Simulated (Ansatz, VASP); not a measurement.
**Two plane-wave programs on MgS**

The input INCAR:

```
  ALGO = Normal
  EDIFF = 1E-7
  EDIFFG = -0.002
  ENCUT = 520
  GGA = CA
  GGA_COMPAT = False
  IBRION = 2
  ISIF = 2
  ISMEAR = 0
  LASPH = True
  LCHARG = False
  LREAL = False
  LWAVE = False
  NELM = 120
  NELMIN = 4
  NSW = 60
  PREC = Accurate
  SIGMA = 0.02
```

Contents of KPOINTS:

```
k-points
0
Gamma
  6 6 6
```

File POSCAR:

```
MgS
1.0
    0.0000000000      2.8248987398      2.7801478687
    2.8248987398      0.0000000000      2.7801478687
    2.8248987398      2.8248987398      0.0000000000
Mg S
1 1
Direct
    0.0000000000      0.0000000000      0.0000000000
    0.2500000000      0.2500000000      0.2500000000
```

Input for Ansatz:

```yaml
crystal:
  lattice:
    - [0.0, 2.8248987351, 2.780147864]
    - [2.8248987351, 0.0, 2.780147864]
    - [2.8248987351, 2.8248987351, 0.0]
  atoms:
    - { symbol: Mg, position: [0.0, 0.0, 0.0] }
    - { symbol: S, position: [0.25, 0.25, 0.25] }
basis:
  ecutwfc: 420
kpoints:
  mp_grid: { grid: [6, 6, 6] }
hamiltonian:
  xc: lda
  pseudopotentials: { kind: paw, azcp: { folder: soft_1 } }
scf:
  occupations: { method: gaussian, width: 0.02 }
output:
  forces: true
  stress: true
  eigenvalues: true
relax:
  adjacent_minimum: "off"
  f_tol: 0.002
  max_steps: 40
```

Change from the starting cell: strained cell.

Alike in both runs: task relaxation of the atoms; functional LDA; k mesh 6 × 6 × 6; occupations gaussian, width 0.02 eV; no spin polarisation.

```csv
,VASP,Ansatz
version,VASP 6.6.1,Ansatz 0.2.0
potentials or method,"VASP PAW LDA potentials, release 64 (Mg, S), cutoff 520 eV","scalar-relativistic, plane waves, PAW"
valence electrons in the cell,8,16
```

VASP gave:

- gap on the k mesh at the Fermi level, each at its own relaxed structure (eV): 3.28

Q: Estimate Ansatz's values.

A: gap on the k mesh at the Fermi level, each at its own relaxed structure (eV): 3.27.

Ansatz warns that its potentials were made for another functional, while VASP's fit it. LDA's correlation is that of Perdew and Zunger in VASP and of Perdew and Wang (1992) in Ansatz. VASP's potentials hold 8 valence electrons a cell and Ansatz's 16, so a difference there can come from the potentials and not from the codes. Ansatz's warnings: stress scf threshold loose.

Noted on VASP's run: the relaxation stopped at its first step, so nothing moved.
